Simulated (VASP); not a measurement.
A run of VASP 6.6.1 is set up as follows.

INCAR

```
ALGO = Normal
EDIFF = 1E-6
ENCUT = 520
GGA = PE
ISIF = 2
ISMEAR = 0
LASPH = True
LCHARG = True
LELF = True
LREAL = False
LVHAR = True
LWAVE = False
NBANDS = 24
NELM = 80
PREC = Accurate
SIGMA = 0.01
```

KPOINTS

```
k-points
0
Gamma
  6 6 6
```

The input POSCAR:

```
K2IF
1.0
    2.2394643426      1.2929553411      7.6522750341
   -2.2394643426      1.2929553411      7.6522750341
    0.0000000000     -2.5859106821      7.6522750341
F I K
1 1 2
Direct
    1.0000000000      0.0000000000      0.0000000000
    0.5000000000      0.5000000000      0.5000000000
    0.2704050987      0.2704050987      0.2704050987
    0.7295949013      0.7295949013      0.7295949013
```

Potentials or basis: VASP PAW PBE potentials, release 64 (F, I, K_sv).

Launch:

```console
$ cat potpaw_PBE.64/F/POTCAR potpaw_PBE.64/I/POTCAR potpaw_PBE.64/K_sv/POTCAR > POTCAR
$ mpirun -np 1 vasp_std > vasp.out
```

(1) Estimate the largest force.

(2) What does it give for the band gap on the k mesh?

Answers

(1) 0.067 eV/Å.

(2) 2.92 eV.

Caveat: spin-orbit coupling is left out, which moves the levels of the heavy elements.
